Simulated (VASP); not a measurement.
# ZnO: single point with r2SCAN

The system is ZnO.

```
CELL_PARAMETERS angstrom
3.17017 0.00000 0.00000
-1.58509 2.74545 0.00000
0.00000 0.00000 5.31589
ATOMIC_POSITIONS crystal
Zn 0.66667 0.33333 0.50553
Zn 0.33333 0.66667 0.00553
O 0.66667 0.33333 0.87478
O 0.33333 0.66667 0.37478
```

```json
{
  "Program": "VASP 6.6.1",
  "Task": "single point",
  "Functional": "r2SCAN",
  "Potentials or basis": "VASP PAW PBE potentials, release 64 (Zn, O)",
  "Cutoff": "520 eV",
  "k mesh": "12 × 12 × 6",
  "Occupations": "gaussian, width 0.02 eV",
  "Spin": "no spin polarisation",
  "Dipole correction": "no",
  "Further INCAR settings": "ALGO = Normal; EDIFF = 1e-06; NBANDS = 26"
}
```

```yaml
Pressure: 4.3 GPa
Band_gap_on_the_k_mesh: 1.21 eV
```

Forces in eV/Å, atoms in the order of the input:
```
Zn   0.000  0.000  0.002
Zn   0.000  0.000  0.002
O    0.000  0.000 -0.002
O    0.000  0.000 -0.002
```

Stress tensor (GPa, compression positive):
```
5.75 0.00 0.00
0.00 5.75 0.00
0.00 0.00 1.30
```

Levels at points of the mesh, in eV from the valence-band top:
| k point | band 16 | band 17 | band 18 | band 19 | band 20 | band 21 |
| --- | --- | --- | --- | --- | --- | --- |
| (0.00, 0.00, 0.00) | -0.13 | 0.00 | 0.00 | 1.21 | 6.13 | 8.56 |
| (0.50, 0.00, 0.00) | -2.32 | -1.46 | -0.82 | 6.53 | 7.42 | 7.78 |
| (0.00, 0.00, 0.50) | -0.41 | -0.41 | -0.41 | 3.93 | 3.93 | 10.70 |
| (0.50, 0.00, 0.50) | -1.62 | -1.52 | -1.52 | 6.19 | 6.19 | 9.31 |

It took 89 s on 1 thread of Intel(R) Xeon(R) 6975P-C (Granite Rapids) (shared host), peak memory 0.22 GiB.

Caveat: the cell stands under pressure; the PAW data sets were made with another functional, which shifts forces and pressure a little.
